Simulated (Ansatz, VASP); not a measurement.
# As: VASP beside Ansatz

```
As
1.0
     1.86532   -5.43975    0.00000
     1.86532    5.43975    0.00000
     0.00000    0.00000    4.27659
As
4
Direct
  0.11200 0.88800 0.94474
  0.61200 0.38800 0.55526
  0.88800 0.11200 0.05526
  0.38800 0.61200 0.44474
```

Alike in both runs: task relaxation of cell and atoms; functional PBEsol; k mesh 12 × 12 × 10; occupations gaussian, width 0.1 eV; no spin polarisation.

|  | VASP | Ansatz |
| --- | --- | --- |
| version | VASP 6.6.1 | Ansatz 0.2.0 |
| potentials or method | VASP PAW PBE potentials, release 64 (As), cutoff 600 eV | scalar-relativistic, plane waves, PAW |
| valence electrons in the cell | 20 | 60 |

```csv
,VASP,Ansatz,Ansatz less VASP
"gap on the k mesh at the Fermi level, each at its own relaxed structure (eV)",none,none,-
relaxed volume (Å³/atom),21.78,21.76,-0.019
relaxed cell length with the largest relative difference (Å),4.289,4.298,+0.0090
```

VASP's potentials were made for PBE, not for PBEsol. A gap of «none» marks a metal or a gap that the smearing closes. VASP's potentials hold 20 valence electrons a cell and Ansatz's 60, so a difference there can come from the potentials and not from the codes.
